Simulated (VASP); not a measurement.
Crystal: LiF.

```
Li F
1.0
     0.00000    1.99487    1.99487
     1.99487    0.00000    1.99487
     1.99487    1.99487    0.00000
Li F
1 1
Direct
  0.00000 0.00000 0.00000
  0.50000 0.50000 0.50000
```

Base run:

* Program: VASP 6.6.1
* Functional: PBE
* Potentials or basis: VASP PAW PBE potentials, release 64 (Li_sv, F)
* Cutoff: 520 eV
* k mesh: 8 × 8 × 8
* Occupations: gaussian, width 0.01 eV
* Spin: no spin polarisation

Its results: band gap on the k mesh 9.35 eV, direct.

Task: The run is repeated on the same cell with these changes: functional from PBE to r2SCAN; further incar settings from ALGO = Normal; EDIFF = 1e-07; NBANDS = 12 to ALGO = Normal; EDIFF = 1e-06; NBANDS = 12. What comes out?

Result: Band gap on the k mesh 10.55 eV, direct.

A k mesh can miss the band edges.
